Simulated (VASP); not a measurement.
# TiO2 (P4_2/mnm) in VASP: single point with PBE+U

Aim: the single point of TiO2 with PBE+U.

Program: VASP 6.6.1. These are calculated values, not measurements. Logs are shortened: lines on timing, memory, paths and dates and some standing lists are left out, and cuts for length are marked.

### 1 The cell of the first run

The structure is tetragonal, space group P4_2/mnm (No. 136). The conventional cell has a = 4.592 Å, b = 4.592 Å, c = 2.957 Å, α = 90.00°, β = 90.00°, γ = 90.00°. Within 2.6 Å of Ti (site symmetry mmm) lie 6 O at 1.95 to 1.98 Å. O (site symmetry m2m) has 3 Ti at 1.95 to 1.98 Å and 1 O at 2.53 Å within 2.6 Å.

### 2 Single point, PBE+U

Input file POSCAR:

```
TiO2
1.0
    4.5922000000      0.0000000000      0.0000000000
    0.0000000000      4.5922000000      0.0000000000
    0.0000000000      0.0000000000      2.9574000000
Ti O
2 4
Direct
    0.0000000000      0.0000000000      0.0000000000
    0.5000000000      0.5000000000      0.5000000000
    0.3049600000      0.3049600000      0.0000000000
    0.1950400000      0.8049600000      0.5000000000
    0.6950400000      0.6950400000      0.0000000000
    0.8049600000      0.1950400000      0.5000000000
```

Input file INCAR.step1:

```
SYSTEM = TiO2
PREC = Accurate
ENCUT = 520
EDIFF = 1E-7
ISMEAR = 0
SIGMA = 0.05
LREAL = .FALSE.
LASPH = .TRUE.
NELM = 150
ALGO = Normal
ISIF = 2
LWAVE = .FALSE.
LCHARG = .TRUE.
LMAXMIX = 4
LDAU = .TRUE.
LDAUTYPE = 2
LDAUL = 2 -1
LDAUU = 4 0
LDAUJ = 0 0
LDAUPRINT = 1
GGA = PE
NBANDS = 33
```

Input file KPOINTS.step1:

```
Automatic mesh
0
G
  6 6 8
  0 0 0
```

Input file INCAR.step2:

```
SYSTEM = TiO2
PREC = Accurate
ENCUT = 520
EDIFF = 1E-7
ISMEAR = -5
SIGMA = 0.05
LREAL = .FALSE.
LASPH = .TRUE.
NELM = 150
ALGO = Normal
ISIF = 2
LWAVE = .FALSE.
LCHARG = .FALSE.
LMAXMIX = 4
LDAU = .TRUE.
LDAUTYPE = 2
LDAUL = 2 -1
LDAUU = 4 0
LDAUJ = 0 0
LDAUPRINT = 1
GGA = PE
LORBIT = 11
NBANDS = 33
NEDOS = 2001
ICHARG = 11
```

Input file KPOINTS.step2:

```
Automatic mesh
0
G
  9 9 12
  0 0 0
```

Potentials or basis: VASP PAW PBE potentials, release 64 (Ti_sv, O).

On the command line:

```sh
$ cat potpaw_PBE.64/Ti_sv/POTCAR potpaw_PBE.64/O/POTCAR > POTCAR
$ cp INCAR.step1 INCAR
$ cp KPOINTS.step1 KPOINTS
$ mpirun -np 1 vasp_std > vasp.out
$ cp INCAR.step2 INCAR
$ cp KPOINTS.step2 KPOINTS
$ mpirun -np 1 vasp_std > vasp.out
```

OUTCAR:

```text
SYSTEM = TiO2
   PREC = Accurate
   ENCUT = 520
   EDIFF = 1E-7
   ISMEAR = -5
   LREAL = .FALSE.
   LASPH = .TRUE.
   NELM = 150
   ISIF = 2
   GGA = PE
   LORBIT = 11
   ICHARG = 11

 ion  position               nearest neighbor table
   1  0.000  0.000  0.000-   4 1.95   6 1.95   4 1.95   6 1.95   5 1.98   3 1.98
   2  0.500  0.500  0.500-   3 1.95   5 1.95   3 1.95   5 1.95   4 1.98   6 1.98
   3  0.305  0.305  0.000-   2 1.95   2 1.95   1 1.98
   4  0.195  0.805  0.500-   1 1.95   1 1.95   2 1.98
   5  0.695  0.695  0.000-   2 1.95   2 1.95   1 1.98
   6  0.805  0.195  0.500-   1 1.95   1 1.95   2 1.98

  LATTYP: Found a simple tetragonal cell.
 ALAT       =     4.5922000000
 C/A-ratio  =     0.6440050520

  Lattice vectors:

 A1 = (   4.5922000000,   0.0000000000,   0.0000000000)
 A2 = (   0.0000000000,   4.5922000000,   0.0000000000)
 A3 = (   0.0000000000,   0.0000000000,   2.9574000000)

Analysis of symmetry for initial positions (statically):
=====================================================================
 Subroutine PRICEL returns:
 Original cell was already a primitive cell.

 Routine SETGRP: Setting up the symmetry group for a
 simple tetragonal supercell.

 Subroutine GETGRP returns: Found 16 space group operations
 (whereof  8 operations were pure point group operations)
 out of a pool of 16 trial point group operations.

The static configuration has the point symmetry D_2h.
 The point group associated with its full space group is D_4h.

Analysis of symmetry for dynamics (positions and initial velocities):
=====================================================================
 Subroutine PRICEL returns:
 Original cell was already a primitive cell.

 Routine SETGRP: Setting up the symmetry group for a
 simple tetragonal supercell.

 Subroutine GETGRP returns: Found 16 space group operations
 (whereof  8 operations were pure point group operations)
 out of a pool of 16 trial point group operations.

The dynamic configuration has the point symmetry D_2h.
 The point group associated with its full space group is D_4h.

 Subroutine INISYM returns: Found 16 space group operations
 (whereof  8 operations are pure point group operations),
 and found     1 'primitive' translations

----------------------------------------------------------------------------------------

                                     Primitive cell

  volume of cell :      62.3665

  direct lattice vectors                    reciprocal lattice vectors
     4.592200000  0.000000000  0.000000000     0.217760550  0.000000000  0.000000000
     0.000000000  4.592200000  0.000000000     0.000000000  0.217760550  0.000000000
     0.000000000  0.000000000  2.957400000     0.000000000  0.000000000  0.338134848

  length of vectors
     4.592200000  4.592200000  2.957400000     0.217760550  0.217760550  0.338134848

  position of ions in fractional coordinates (direct lattice)
     0.000000000  0.000000000  0.000000000
     0.500000000  0.500000000  0.500000000
     0.304960000  0.304960000  0.000000000
     0.195040000  0.804960000  0.500000000
     0.695040000  0.695040000  0.000000000
     0.804960000  0.195040000  0.500000000

  ion indices of the primitive-cell ions
   primitive index   ion index
                 1           1
                 2           2
                 3           3
                 4           4
                 5           5
                 6           6

----------------------------------------------------------------------------------------

 KPOINTS: Automatic mesh

Automatic generation of k-mesh.
 Grid dimensions read from file:
 generate k-points for:    9    9   12

 Generating k-lattice:

  Cartesian coordinates                     Fractional coordinates (reciprocal lattice)
     0.024195617  0.000000000  0.000000000     0.111111111  0.000000000  0.000000000
     0.000000000  0.024195617  0.000000000     0.000000000  0.111111111  0.000000000
     0.000000000  0.000000000  0.028177904     0.000000000  0.000000000  0.083333333
[... 82 lines left out ...]
  Thomas-Fermi vector in A             =   2.611798
   LORBIT       =     11    0 simple, 1 ext, 2 COOP (PROOUT), +10 PAW based schemes
 LDA+U is selected, type is set to LDAUTYPE =  2
   angular momentum for each species LDAUL =     2   -1
   U (eV)           for each species LDAUU =   4.0  0.0
   J (eV)           for each species LDAUJ =   0.0  0.0
   GGA     = PE    functional components
   LHFCALC =     F    Hartree Fock is set to
   AEXX    =    0.0000 exact exchange contribution
   IVDW    =     0    specifies the selected vdW correction
   LEPSILON=     F    determine dielectric tensor
   LRPA    =     F    only Hartree local field effects (RPA)
 non-spin polarized calculation
 Fermi weights with tetrahedron method with Bloechl corrections
  energy-cutoff  :      520.00
  volume of cell :       62.37
 maximum number of plane-waves:      1694
 NGX is ok and might be reduce to    36

atom =   1  type =  1  l = 2

 onsite density matrix

spin component  1

  0.1960  0.0000 -0.0759  0.0000 -0.0000
  0.0000  0.1868  0.0000 -0.0879  0.0000
 -0.0759  0.0000  0.1320  0.0000 -0.0000
  0.0000 -0.0879  0.0000  0.1868  0.0000
 -0.0000  0.0000 -0.0000  0.0000  0.0998

spin component  2

  0.1960  0.0000 -0.0759  0.0000 -0.0000
  0.0000  0.1868  0.0000 -0.0879  0.0000
 -0.0759  0.0000  0.1320  0.0000 -0.0000
  0.0000 -0.0879  0.0000  0.1868  0.0000
 -0.0000  0.0000 -0.0000  0.0000  0.0998

 occupancies and eigenvectors

  o =  0.0816  v = -0.5530  0.0000 -0.8332  0.0000 -0.0000  0.0000  0.0000  0.0000  0.0000  0.0000      0.0000  0.0000  0.0000  0.0000  0.0000  0.0000  0.0000  0.0000  0.0000  0.0000
  o =  0.0816  v =  0.0000  0.0000  0.0000  0.0000  0.0000 -0.5530  0.0000 -0.8332  0.0000 -0.0000      0.0000  0.0000  0.0000  0.0000  0.0000  0.0000  0.0000  0.0000  0.0000  0.0000
  o =  0.0990  v = -0.0000 -0.7071 -0.0000 -0.7071  0.0000  0.0000  0.0000  0.0000  0.0000  0.0000      0.0000  0.0000  0.0000  0.0000  0.0000  0.0000  0.0000  0.0000  0.0000  0.0000
  o =  0.0990  v =  0.0000  0.0000  0.0000  0.0000  0.0000 -0.0000 -0.7071 -0.0000 -0.7071  0.0000      0.0000  0.0000  0.0000  0.0000  0.0000  0.0000  0.0000  0.0000  0.0000  0.0000
  o =  0.0998  v =  0.0000  0.0000  0.0000  0.0000  0.0000 -0.0000  0.0000 -0.0000  0.0000  1.0000      0.0000  0.0000  0.0000  0.0000  0.0000  0.0000  0.0000  0.0000  0.0000  0.0000
  o =  0.0998  v = -0.0000  0.0000 -0.0000  0.0000  1.0000  0.0000  0.0000  0.0000  0.0000  0.0000      0.0000  0.0000  0.0000  0.0000  0.0000  0.0000  0.0000  0.0000  0.0000  0.0000
  o =  0.2464  v = -0.8332  0.0000  0.5530  0.0000 -0.0000  0.0000  0.0000  0.0000  0.0000  0.0000      0.0000  0.0000  0.0000  0.0000  0.0000  0.0000  0.0000  0.0000  0.0000  0.0000
  o =  0.2464  v =  0.0000  0.0000  0.0000  0.0000  0.0000 -0.8332  0.0000  0.5530  0.0000 -0.0000      0.0000  0.0000  0.0000  0.0000  0.0000  0.0000  0.0000  0.0000  0.0000  0.0000
  o =  0.2747  v =  0.0000  0.7071 -0.0000 -0.7071  0.0000  0.0000  0.0000  0.0000  0.0000  0.0000      0.0000  0.0000  0.0000  0.0000  0.0000  0.0000  0.0000  0.0000  0.0000  0.0000
  o =  0.2747  v =  0.0000  0.0000  0.0000  0.0000  0.0000  0.0000  0.7071 -0.0000 -0.7071  0.0000      0.0000  0.0000  0.0000  0.0000  0.0000  0.0000  0.0000  0.0000  0.0000  0.0000

atom =   2  type =  1  l = 2

 onsite density matrix

spin component  1

  0.1960  0.0000  0.0759  0.0000  0.0000
  0.0000  0.1868  0.0000  0.0879  0.0000
  0.0759  0.0000  0.1320  0.0000  0.0000
  0.0000  0.0879  0.0000  0.1868  0.0000
  0.0000  0.0000  0.0000  0.0000  0.0998

spin component  2

  0.1960  0.0000  0.0759  0.0000  0.0000
  0.0000  0.1868  0.0000  0.0879  0.0000
  0.0759  0.0000  0.1320  0.0000  0.0000
  0.0000  0.0879  0.0000  0.1868  0.0000
  0.0000  0.0000  0.0000  0.0000  0.0998

 occupancies and eigenvectors

  o =  0.0816  v = -0.5530 -0.0000  0.8332  0.0000 -0.0000  0.0000  0.0000  0.0000  0.0000  0.0000      0.0000  0.0000  0.0000  0.0000  0.0000  0.0000  0.0000  0.0000  0.0000  0.0000
  o =  0.0816  v =  0.0000  0.0000  0.0000  0.0000  0.0000 -0.5530 -0.0000  0.8332  0.0000 -0.0000      0.0000  0.0000  0.0000  0.0000  0.0000  0.0000  0.0000  0.0000  0.0000  0.0000
  o =  0.0990  v = -0.0000  0.7071  0.0000 -0.7071  0.0000  0.0000  0.0000  0.0000  0.0000  0.0000      0.0000  0.0000  0.0000  0.0000  0.0000  0.0000  0.0000  0.0000  0.0000  0.0000
  o =  0.0990  v =  0.0000  0.0000  0.0000  0.0000  0.0000 -0.0000  0.7071  0.0000 -0.7071  0.0000      0.0000  0.0000  0.0000  0.0000  0.0000  0.0000  0.0000  0.0000  0.0000  0.0000
  o =  0.0998  v =  0.0000  0.0000  0.0000  0.0000  0.0000 -0.0000 -0.0000  0.0000  0.0000  1.0000      0.0000  0.0000  0.0000  0.0000  0.0000  0.0000  0.0000  0.0000  0.0000  0.0000
  o =  0.0998  v = -0.0000 -0.0000  0.0000  0.0000  1.0000  0.0000  0.0000  0.0000  0.0000  0.0000      0.0000  0.0000  0.0000  0.0000  0.0000  0.0000  0.0000  0.0000  0.0000  0.0000
  o =  0.2464  v = -0.8332 -0.0000 -0.5530  0.0000 -0.0000  0.0000  0.0000  0.0000  0.0000  0.0000      0.0000  0.0000  0.0000  0.0000  0.0000  0.0000  0.0000  0.0000  0.0000  0.0000
  o =  0.2464  v =  0.0000  0.0000  0.0000  0.0000  0.0000 -0.8332 -0.0000 -0.5530  0.0000 -0.0000      0.0000  0.0000  0.0000  0.0000  0.0000  0.0000  0.0000  0.0000  0.0000  0.0000
  o =  0.2747  v =  0.0000 -0.7071  0.0000 -0.7071  0.0000  0.0000  0.0000  0.0000  0.0000  0.0000      0.0000  0.0000  0.0000  0.0000  0.0000  0.0000  0.0000  0.0000  0.0000  0.0000
  o =  0.2747  v =  0.0000  0.0000  0.0000  0.0000  0.0000  0.0000 -0.7071  0.0000 -0.7071  0.0000      0.0000  0.0000  0.0000  0.0000  0.0000  0.0000  0.0000  0.0000  0.0000  0.0000

 number of electron      48.0000022 magnetization

 Free energy of the ion-electron system (eV)
  ---------------------------------------------------
  ext. energy  EPLUGINS =         0.00000000
  ---------------------------------------------------
  free energy    TOTEN  =       -48.31516607 eV

  energy without entropy =      -48.31516607  energy(sigma->0) =      -48.31516607

 E-fermi :   5.1741     XC(G=0): -11.4296

 val. band max:        5.1662205211   @ k =   0.0000   0.0000   0.0000
 cond. band min:       7.5604694972   @ k =   0.0000   0.0000   0.0000
 fundamental gap:      2.3942489760
 Fermi energy:         5.1741016205

 k-point     1 :       0.0000    0.0000    0.0000
  band No.  band energies     occupation
      1     -52.7867      2.00000
      2     -52.7706      2.00000
      3     -29.0404      2.00000
      4     -29.0404      2.00000
      5     -28.8901      2.00000
      6     -28.8901      2.00000
[... 853 lines left out ...]
     32      11.1213      0.00000
     33      11.4029      0.00000

 [... further k-points ...]

------------------------ aborting loop because EDIFF is reached ----------------------------------------

  FORCE on cell =-STRESS in cart. coord.  units (eV):
  Direction    XX          YY          ZZ          XY          YZ          ZX
  --------------------------------------------------------------------------------------
  -------------------------------------------------------------------------------------
  Total        4.6728892      4.6728892      6.5318758     -0.0000000      0.0000000      0.0000000
  in kB      120.0450920    120.0450920    167.8018874     -0.0000000      0.0000000      0.0000000
  external PRESSURE =     135.9640238 kB  Pullay stress =       0.0000000 kB

 VOLUME and BASIS-vectors are now :
 -----------------------------------------------------------------------------
  energy-cutoff  :      520.00
  volume of cell :       62.37
      direct lattice vectors                 reciprocal lattice vectors
     4.592200000  0.000000000  0.000000000     0.217760550  0.000000000  0.000000000
     0.000000000  4.592200000  0.000000000     0.000000000  0.217760550  0.000000000
     0.000000000  0.000000000  2.957400000     0.000000000  0.000000000  0.338134848

 POSITION                                       TOTAL-FORCE (eV/Angst)
 -----------------------------------------------------------------------------------
      0.00000      0.00000      0.00000        -0.000000      0.000000      0.000000
      2.29610      2.29610      1.47870        -0.000000      0.000000      0.000000
      1.40044      1.40044      0.00000        -0.177972     -0.177972      0.000000
      0.89566      3.69654      1.47870         0.177972     -0.177972      0.000000
      3.19176      3.19176      0.00000         0.177972      0.177972      0.000000
      3.69654      0.89566      1.47870        -0.177972      0.177972      0.000000
 -----------------------------------------------------------------------------------
    total drift:                               -0.000000      0.000000     -0.000000

  FREE ENERGIE OF THE ION-ELECTRON SYSTEM (eV)
  ---------------------------------------------------
  free  energy   TOTEN  =       -48.3151660690 eV

  energy  without entropy=      -48.3151660690  energy(sigma->0) =      -48.31516607

 total charge

# of ion       s       p       d       tot
------------------------------------------
    1        2.234   6.320   1.576  10.130
    2        2.234   6.320   1.576  10.130
    3        1.571   3.535   0.000   5.105
    4        1.571   3.535   0.000   5.105
    5        1.571   3.535   0.000   5.105
    6        1.571   3.535   0.000   5.105
--------------------------------------------------
tot         10.750  26.779   3.151  40.680
```

Wall time 5.3 min (1 thread of Intel Xeon 8259CL, shared host); peak memory 0.28 GiB.

Results:

```
Valence electrons inside the program's atomic spheres : Ti 10.13; O 5.11
```

Levels at points of the mesh, in eV from the valence-band top:
```
           k point  band 22  band 23  band 24  band 25  band 26  band 27
(0.00, 0.00, 0.00)    -0.52    -0.52     0.00     2.39     2.61     2.97
(0.00, 0.00, 0.50)    -2.35    -1.49    -1.49     3.46     3.46     3.75
```

Eigenvalues of the final occupation matrices:
| site | spin | trace | eigenvalues |
| --- | --- | --- | --- |
| site 1 d | 1 | 0.80 | 0.08 0.10 0.10 0.25 0.27 |
| site 1 d | 2 | 0.80 | 0.08 0.10 0.10 0.25 0.27 |
| site 2 d | 1 | 0.80 | 0.08 0.10 0.10 0.25 0.27 |
| site 2 d | 2 | 0.80 | 0.08 0.10 0.10 0.25 0.27 |
